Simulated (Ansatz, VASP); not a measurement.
# BN: VASP beside Ansatz

```
B N
1.0
     0.00000    3.49532    2.16609
     1.25163    0.00000    2.16609
     1.25163    3.49532    0.00000
B N
1 1
Direct
  0.99015 0.91762 0.96939
  0.66665 0.66665 0.33335
```

Alike in both runs: task single point; functional PBEsol; k mesh 12 × 12 × 12; occupations gaussian, width 0.05 eV; no spin polarisation.

|  | VASP | Ansatz |
| --- | --- | --- |
| version | VASP 6.6.1 | Ansatz 0.2.0 |
| potentials or method | VASP PAW PBE potentials, release 64 (B, N), cutoff 520 eV | scalar-relativistic, plane waves, PAW |
| valence electrons in the cell | 8 | 8 |

```tsv
	VASP	Ansatz	Ansatz less VASP
gap on the k mesh at the Fermi level (eV)	1.35	1.37	+0.012
least direct gap on the mesh (eV)	3.09	3.10	+0.005
pressure (GPa)	19.4	19.3	-0.12
traceless stress, the component that is largest in VASP (GPa)	39.21	38.86	-0.347
rms of the force components (eV/Å)	5.788	5.777	-0.0106
```

VASP's potentials were made for PBE, not for PBEsol. Atom by atom the forces differ by 0.013 eV/Å (rms over components). The functional is the same, so the differences come from potentials, cutoffs and numerics.
